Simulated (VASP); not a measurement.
BiO:

```xyz
2
Lattice="0.0000 2.7320 2.7320 2.7320 0.0000 2.7320 2.7320 2.7320 0.0000" Properties=species:S:1:pos:R:3 pbc="T T T"
Bi    1.3660    1.3660    1.3660
O     0.0000    0.0000    0.0000
```

| Property | Result |
| --- | --- |
| Program | VASP 6.6.1 |
| Task | relaxation of cell and atoms |
| Functional | PBE |
| Potentials or basis | VASP PAW PBE potentials, release 64 (Bi_d, O) |
| Cutoff | 600 eV |
| k mesh | 6 × 6 × 6 |
| Occupations | gaussian, width 0.2 eV |
| Spin | no spin polarisation |

At the start: pressure 6.1 GPa; volume 20.39 Å³/atom.

Question: Where does the relaxation end?

Answer: Over 3 steps the energy falls by 25.5 meV/atom and the volume is 21.81 Å³/atom (+7.0 %); space group F-43m (No. 216, to 0.05 Å).

The path:
```tsv
step	energy change (eV)	largest force (eV/Å)	pressure (GPa)	volume (Å³)
1	0.0000	0.0000	6.12	40.78
2	-0.0317	0.0000	-3.06	45.56
3	-0.0509	0.0000	-0.01	43.63
```

Final structure:
```
Bi O
1.0
     0.00000    2.79412    2.79412
     2.79412    0.00000    2.79412
     2.79412    2.79412    0.00000
Bi O
1 1
Direct
  0.25000 0.25000 0.25000
  0.00000 0.00000 0.00000
```

Caveat: an odd number of electrons without spin polarisation forces a metal; a magnetic or distorted state may lie lower.
